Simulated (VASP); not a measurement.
Wanted: the native input for a VASP 6.6.1 run.

```yaml
Task: single point
Functional: BLYP
Potentials_or_basis: VASP PAW PBE potentials, release 64 (Rh_pv)
Cutoff: 520 eV
k_mesh: 12 × 12 × 12
Occupations: fermi-dirac, width 0.05 eV
Spin: no spin polarisation
Dipole_correction: no
Further_INCAR_settings: ALGO = Normal; EDIFF = 1e-06; NBANDS = 14
```

The structure of Rh lies in POSCAR:

```
Rh
1.0
    0.0000000000      1.9493436462      1.9493436462
    1.9493436462      0.0000000000      1.9493436462
    1.9493436462      1.9493436462      0.0000000000
Rh
1
Direct
    0.0000000000      0.0000000000      0.0000000000
```

The input as run:

INCAR

```
PREC = Accurate
ENCUT = 520
EDIFF = 1E-6
ISMEAR = -1
SIGMA = 0.05
LREAL = False
LASPH = True
NELM = 100
ALGO = Normal
ISIF = 2
LWAVE = False
LCHARG = False
GGA = B5
ALDAX = 1.0
AGGAX = 1.0
AGGAC = 1.0
ALDAC = 0.0
NBANDS = 14
```

KPOINTS

```
Automatic mesh
0
Gamma
  12 12 12
```

Potentials or basis: VASP PAW PBE potentials, release 64 (Rh_pv).

Command:

```console
$ cat potpaw_PBE.64/Rh_pv/POTCAR > POTCAR
$ mpirun -np 1 vasp_std > vasp.out
```

It gave:

| Quantity | Value |
| --- | --- |
| Pressure | 0.6 GPa |

Caveat: the PAW data sets were made with another functional, which shifts forces and pressure a little.

Wall time 19 s on 1 thread of Intel Xeon 8259CL, with other jobs on the host, peak memory 0.14 GiB.
